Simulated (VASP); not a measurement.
Crystal: BaTa3O2.

```
Ba Ta O
1.0
     6.89004    0.00000    0.00000
    -3.44502    5.96695    0.00000
     0.00000    0.00000    2.95947
Ba Ta O
1 3 2
Direct
  0.00000 0.00000 0.50000
  0.50000 0.00000 0.00000
  0.00000 0.50000 0.00000
  0.50000 0.50000 0.00000
  0.33333 0.66667 0.00000
  0.66667 0.33333 0.00000
```

```yaml
Program: VASP 6.6.1
Task: relaxation of cell and atoms
Functional: PBE
Potentials_or_basis: VASP PAW PBE potentials, release 64 (Ba_sv, Ta_pv, O)
Cutoff: 600 eV
k_mesh: 6 × 6 × 12
Occupations: gaussian, width 0.1 eV
Spin: no spin polarisation
```

At the start: pressure 1.0 GPa; volume 20.28 Å³/atom.

Problem. How do energy, volume and symmetry change on relaxing?

Solution. Over 5 steps the energy falls by 2.7 meV/atom and the volume is 20.60 Å³/atom (+1.6 %); space group P6/mmm (No. 191, to 0.05 Å).

The path:
```csv
step,energy change (eV),largest force (eV/Å),pressure (GPa),volume (Å³)
1,0.0000,0.0000,1.04,121.67
2,-0.0148,0.0000,-0.54,123.99
3,-0.0149,0.0000,-0.48,123.91
4,-0.0141,0.0000,0.64,123.27
5,-0.0163,0.0000,0.02,123.62
```

Final structure:
```
Ba Ta O
1.0
     6.88647    0.00000    0.00000
    -3.44323    5.96385    0.00000
     0.00000    0.00000    3.01003
Ba Ta O
1 3 2
Direct
  0.00000 0.00000 0.50000
  0.50000 0.00000 0.00000
  0.00000 0.50000 0.00000
  0.50000 0.50000 0.00000
  0.33333 0.66667 0.00000
  0.66667 0.33333 0.00000
```

Caveat: an odd number of electrons without spin polarisation forces a metal; a magnetic or distorted state may lie lower.
